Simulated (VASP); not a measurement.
# GaN (R3m) in VASP: notebook, part 2 of 2

VASP 6.6.1.

## 3. Single point, PBE

The input, INCAR:

```
SYSTEM = GaN
  PREC = Accurate
  ENCUT = 520
  EDIFF = 1E-6
  ISMEAR = 0
  SIGMA = 0.05
  LREAL = .FALSE.
  LASPH = .TRUE.
  NELM = 60
  ALGO = Normal
  ISIF = 2
  LWAVE = .FALSE.
  LCHARG = .TRUE.
  GGA = PE
  LELF = .TRUE.
  LVHAR = .TRUE.
  NBANDS = 16
```

The input, KPOINTS:

```
regular mesh
0
G
  10 10 10
  0 0 0
```

The input, POSCAR:

```
GaN
1.0
    0.0000000000      2.2742384873      2.2742384873
    2.2742384873      0.0000000000      2.2742384873
    2.2742384873      2.2742384873      0.0000000000
Ga N
1 1
Direct
    0.0000000000      0.0000000000      0.0000000000
    0.7214401521      0.7595199493      0.7595199493
```

Potentials or basis: VASP PAW PBE potentials, release 64 (Ga_d, N).

Run with:

```console
cat potpaw_PBE.64/Ga_d/POTCAR potpaw_PBE.64/N/POTCAR > POTCAR
mpirun -np 1 vasp_std > vasp.out
```

Wall time 24 s (1 thread of AMD EPYC 9R45 (Zen 5), shared host); peak memory 0.13 GiB.

Results (log left out):

```
Free energy            : -12.1176 eV
Pressure               : 0.7 GPa
Largest force          : 1.019 eV/Å
Band gap on the k mesh : 1.46 eV, direct
```

Forces on the atoms (eV/Å):
```
Ga   0.588 -0.588 -0.588
N   -0.588  0.588  0.588
```

Stress tensor (GPa, compression positive):
```
 0.67 -2.56 -2.56
-2.56  0.67  2.56
-2.56  2.56  0.67
```

Levels at points of the mesh, in eV from the valence-band top:
| k point | band 6 | band 7 | band 8 | band 9 | band 10 | band 11 | band 12 | band 13 |
| --- | --- | --- | --- | --- | --- | --- | --- | --- |
| (0.00, 0.00, 0.00) | -13.23 | -0.28 | 0.00 | 0.00 | 1.46 | 9.98 | 9.98 | 10.24 |
| (0.50, 0.00, 0.00) | -11.95 | -7.19 | -1.02 | -1.02 | 4.50 | 8.53 | 10.25 | 10.25 |
| (0.00, 0.50, 0.00) | -11.97 | -6.86 | -1.21 | -0.83 | 4.32 | 8.48 | 9.73 | 10.50 |
| (0.50, 0.50, 0.00) | -11.54 | -6.10 | -2.73 | -2.64 | 3.24 | 6.40 | 11.41 | 13.48 |

Caveat: the cell differs from its parent crystal (all N atoms moved +0.075 Å, as atom 2 towards its neighbour atom 1 (Ga) at 1.970 Å); forces of over 1 eV/Å act on the atoms, so gaps and moduli don't describe the material at rest.

## 4. Single point, PBE

The input, INCAR:

```
SYSTEM = GaN
PREC = Accurate
ENCUT = 520
EDIFF = 1E-6
ISMEAR = 0
SIGMA = 0.05
LREAL = .FALSE.
LASPH = .TRUE.
NELM = 80
ALGO = Normal
ISIF = 2
LWAVE = .FALSE.
LCHARG = .FALSE.
GGA = PE
NBANDS = 16
```

KPOINTS is that of step 3.

Edit POSCAR of step 3 so:

```diff
@@ -9,2 +9,2 @@
     0.0000000000      0.0000000000      0.0000000000
-    0.7214401521      0.7595199493      0.7595199493
+    0.7690398986      0.7436533671      0.7436533671
```

Run with:

```console
cat potpaw_PBE.64/Ga_d/POTCAR potpaw_PBE.64/N/POTCAR > POTCAR
mpirun -np 1 vasp_std > vasp.out
```

Run time: 22 s. Hardware: 1 thread of AMD EPYC 9R45 (Zen 5), shared host; peak memory 0.14 GiB.

It converged, with:

* Free energy: -12.1406 eV
* Pressure: 0.3 GPa
* Largest force: 0.498 eV/Å
* Band gap on the k mesh: 1.44 eV, direct

Forces in eV/Å, atoms in the order of the input:
```
Ga  -0.287  0.287  0.287
N    0.287 -0.287 -0.287
```

Stress tensor (GPa, compression positive):
```
 0.31  1.20  1.20
 1.20  0.31 -1.20
 1.20 -1.20  0.31
```

Levels at points of the mesh, in eV from the valence-band top:
```csv
k point,band 6,band 7,band 8,band 9,band 10,band 11,band 12,band 13
"(0.00, 0.00, 0.00)",-13.24,-0.17,-0.17,0.00,1.44,9.95,10.07,10.07
"(0.50, 0.00, 0.00)",-12.00,-6.80,-1.05,-1.05,4.26,8.45,10.04,10.04
"(0.00, 0.50, 0.00)",-11.98,-7.02,-1.17,-0.91,4.37,8.48,9.90,10.39
"(0.50, 0.50, 0.00)",-11.56,-6.12,-2.76,-2.66,3.23,6.38,11.40,13.51
```

Caveat: the cell differs from its parent crystal (all N atoms moved -0.050 Å, as atom 2 towards its neighbour atom 1 (Ga) at 1.970 Å).

## 5. Single point, PBE

The input, INCAR:

```
ALGO = Normal ; EDIFF = 1E-6
ENCUT = 520 ; GGA = PE
ISIF = 2 ; ISMEAR = 0
LASPH = True ; LCHARG = True
LELF = True ; LREAL = False
LVHAR = True ; LWAVE = False
NBANDS = 16 ; NELM = 60
PREC = Accurate ; SIGMA = 0.05
```

The input, KPOINTS:

```
k-points
0
Gamma
  10 10 10
```

Edit POSCAR of step 4 so:

```diff
@@ -9,2 +9,2 @@
     0.0000000000      0.0000000000      0.0000000000
-    0.7690398986      0.7436533671      0.7436533671
+    0.7404800507      0.7531733164      0.7531733164
```

Run with:

```console
cat potpaw_PBE.64/Ga_d/POTCAR potpaw_PBE.64/N/POTCAR > POTCAR
mpirun -np 1 vasp_std > vasp.out
```

It took 23 s on 1 thread of AMD EPYC 9R45 (Zen 5), shared host; peak memory 0.14 GiB.

Results (log left out):

| Quantity | Value |
| --- | --- |
| Free energy | -12.1499 eV |
| Pressure | 0.2 GPa |
| Largest force | 0.300 eV/Å |
| Band gap on the k mesh | 1.52 eV, direct |

Forces in eV/Å, atoms in the order of the input:
```
Ga   0.173 -0.173 -0.173
N   -0.173  0.173  0.173
```

Stress tensor (GPa, compression positive):
```
 0.17 -0.74 -0.74
-0.74  0.17  0.74
-0.74  0.74  0.17
```

Levels at points of the mesh, in eV from the valence-band top:
```
           k point  band 6  band 7  band 8  band 9  band 10  band 11  band 12  band 13
(0.00, 0.00, 0.00)  -13.16   -0.09    0.00    0.00     1.52    10.08    10.08    10.15
(0.50, 0.00, 0.00)  -11.90   -6.97   -0.96   -0.96     4.46     8.57    10.23    10.23
(0.00, 0.50, 0.00)  -11.91   -6.86   -1.03   -0.90     4.41     8.55    10.06    10.31
(0.50, 0.50, 0.00)  -11.48   -6.04   -2.65   -2.62     3.31     6.47    11.49    13.61
```

Caveat: the cell differs from its parent crystal (all N atoms moved +0.025 Å, as atom 2 towards its neighbour atom 1 (Ga) at 1.970 Å).

## 6. Single point, PBE

The input, INCAR:

```
PREC = Accurate
ENCUT = 520
EDIFF = 1E-6
ISMEAR = 0
SIGMA = 0.05
LREAL = False
LASPH = True
NELM = 80
ALGO = Normal
ISIF = 2
LWAVE = False
LCHARG = False
GGA = PE
NBANDS = 16
```

The input, KPOINTS:

```
regular mesh
0
Gamma
  10 10 10
```

Edit POSCAR of step 5 so:

```diff
@@ -9,2 +9,2 @@
     0.0000000000      0.0000000000      0.0000000000
-    0.7404800507      0.7531733164      0.7531733164
+    0.7119202028      0.7626932657      0.7626932657
```

Potentials or basis: VASP PAW PBE potentials, release 64 (Ga_d, N).

Run with:

```console
cat potpaw_PBE.64/Ga_d/POTCAR potpaw_PBE.64/N/POTCAR > POTCAR
mpirun -np 1 vasp_std > vasp.out
```

OUTCAR:

```text
PREC = Accurate
   ENCUT = 520
   EDIFF = 1E-6
   ISMEAR = 0
   LREAL = False
   LASPH = True
   NELM = 80
   ISIF = 2
   GGA = PE

 ion  position               nearest neighbor table
   1  0.000  0.000  0.000-   2 1.87   2 2.01   2 2.01   2 2.01
   2  0.712  0.763  0.763-   1 1.87   1 2.01   1 2.01   1 2.01

  LATTYP: Found a face centered cubic cell.
 ALAT       =     4.5484769746

  Lattice vectors:

 A1 = (   0.0000000000,   2.2742384873,   2.2742384873)
[... 641 lines left out ...]

------------------------ aborting loop because EDIFF is reached ----------------------------------------

  FORCE on cell =-STRESS in cart. coord.  units (eV):
  Direction    XX          YY          ZZ          XY          YZ          ZX
  --------------------------------------------------------------------------------------
  -------------------------------------------------------------------------------------
  Total        0.1697286      0.1697286      0.1697286     -0.5380862      0.5380862     -0.5380862
  in kB       11.5591943     11.5591943     11.5591943    -36.6458202     36.6458202    -36.6458202
  external PRESSURE =      11.5591943 kB  Pullay stress =       0.0000000 kB

 VOLUME and BASIS-vectors are now :
 -----------------------------------------------------------------------------
  energy-cutoff  :      520.00
  volume of cell :       23.53
      direct lattice vectors                 reciprocal lattice vectors
     0.000000000  2.274238487  2.274238487    -0.219853812  0.219853812  0.219853812
     2.274238487  0.000000000  2.274238487     0.219853812 -0.219853812  0.219853812
     2.274238487  2.274238487  0.000000000     0.219853812  0.219853812 -0.219853812

 POSITION                                       TOTAL-FORCE (eV/Angst)
 -----------------------------------------------------------------------------------
      0.00000      0.00000      0.00000         0.833939     -0.833939     -0.833939
      3.46909      3.35362      3.35362        -0.833939      0.833939      0.833939
 -----------------------------------------------------------------------------------
    total drift:                               -0.000196      0.000200      0.000200

  FREE ENERGIE OF THE ION-ELECTRON SYSTEM (eV)
  ---------------------------------------------------
  free  energy   TOTEN  =       -12.0868797160 eV

  energy  without entropy=      -12.0868797160  energy(sigma->0) =      -12.08687972
```

stdout:

```text
POSCAR found type information on POSCAR GaN
 POSCAR found :  2 types and       2 ions
 scaLAPACK will be used
 LDA part: xc-table for (Slater+PW92), standard interpolation
 POSCAR, INCAR and KPOINTS ok, starting setup
 FFT: planning ... GRIDC
 FFT: planning ... GRID_SOFT
 FFT: planning ... GRID
 WAVECAR not read
 entering main loop
```

It took 22 s on 1 thread of AMD EPYC 9R45 (Zen 5), shared host; peak memory 0.14 GiB.

Results:

| Item | Value |
| --- | --- |
| Free energy | -12.0869 eV |
| Pressure | 1.2 GPa |
| Largest force | 1.444 eV/Å |
| Band gap on the k mesh | 1.44 eV, direct |

Forces on the atoms (eV/Å):
```
Ga   0.834 -0.834 -0.834
N   -0.834  0.834  0.834
```

Caveat: the cell differs from its parent crystal (all N atoms moved +0.100 Å, as atom 2 towards its neighbour atom 1 (Ga) at 1.970 Å); forces of over 1 eV/Å act on the atoms, so gaps and moduli don't describe the material at rest.
